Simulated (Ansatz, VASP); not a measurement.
## One calculation of CdSe, two programs

```
Cd Se
1.0
     4.34072    0.10852    0.00000
    -2.07638    3.70492    0.00000
     0.00000    0.00000    7.07665
Cd Se
2 2
Direct
  0.33584 0.66583 0.99960
  0.66416 0.33417 0.49960
  0.31872 0.66813 0.37540
  0.68128 0.33187 0.87540
```

Change from the starting cell: shear_xy strain +5.0%.

Alike in both runs: task single point; functional r2SCAN; k mesh 12 × 12 × 4; no spin polarisation.

```csv
,VASP,Ansatz
version,VASP 6.6.1,Ansatz 0.2.0
potentials or method,"VASP PAW PBE potentials, release 64 (Cd, Se)","plane waves, PAW"
plane-wave cutoff (eV),520,500
occupations,"gaussian, width 0.01 eV",fixed
valence electrons in the cell,36,72
```

Ansatz gave:

- gap on the k mesh at the Fermi level (eV): 1.01
- pressure (GPa): 0.0
- traceless stress, the component that is largest in VASP (GPa): -0.70

**Question.** What did VASP give for the same quantities?

**Answer.** gap on the k mesh at the Fermi level (eV): 1.00; pressure (GPa): 0.2; traceless stress, the component that is largest in VASP (GPa): -0.70.

VASP's potentials were made for PBE, not for r2SCAN. VASP's potentials hold 36 valence electrons a cell and Ansatz's 72, so a difference there can come from the potentials and not from the codes.
